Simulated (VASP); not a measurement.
Wanted: the native input for a VASP 6.6.1 run.

```
Task                   : single point
Functional             : PBE
Potentials or basis    : VASP PAW PBE potentials, release 64 (Al)
Cutoff                 : 520 eV
k mesh                 : 6 × 6 × 4
Occupations            : gaussian, width 0.1 eV
Spin                   : no spin polarisation
Dipole correction      : no
Further INCAR settings : ALGO = Normal; EDIFF = 1e-07; NBANDS = 14
```

The structure of Al lies in POSCAR:

```
Al
1.0
    4.5491700249      0.0000000037      0.0000000000
   -2.2745850156      3.9396968059      0.0000000000
    0.0000000000      0.0000000000      5.5054632495
Al
4
Direct
    0.3333333333      0.6666666667      0.2500007321
    0.3333333333      0.6666666667      0.7499992679
    0.6666666667      0.3333333333      0.7499992679
    0.6666666667      0.3333333333      0.2500007321
```

The cell was built from a structure type or drawn by symmetry, and may not be a known phase.

One way to write it, as run:

INCAR

```
PREC = Accurate
ENCUT = 520
EDIFF = 1E-7
ISMEAR = 0
SIGMA = 0.1
LREAL = F
LASPH = T
NELM = 60
ALGO = Normal
ISIF = 2
LWAVE = F
LCHARG = F
GGA = PE
NBANDS = 14
```

KPOINTS

```
regular mesh
0
Gamma
  6 6 4
```

Potentials or basis: VASP PAW PBE potentials, release 64 (Al).

Launch:

```bash
$ cat potpaw_PBE.64/Al/POTCAR > POTCAR
$ mpirun -np 1 vasp_std > vasp.out
```

It gave:

```
Pressure               : 0.0 GPa
Band gap on the k mesh : zero (bands 6 and 7 overlap by 2.18 eV)
```

Run time: 23 s on 1 thread of Intel(R) Xeon(R) Platinum 8488C (Sapphire Rapids) (shared host), peak memory 0.22 GiB.
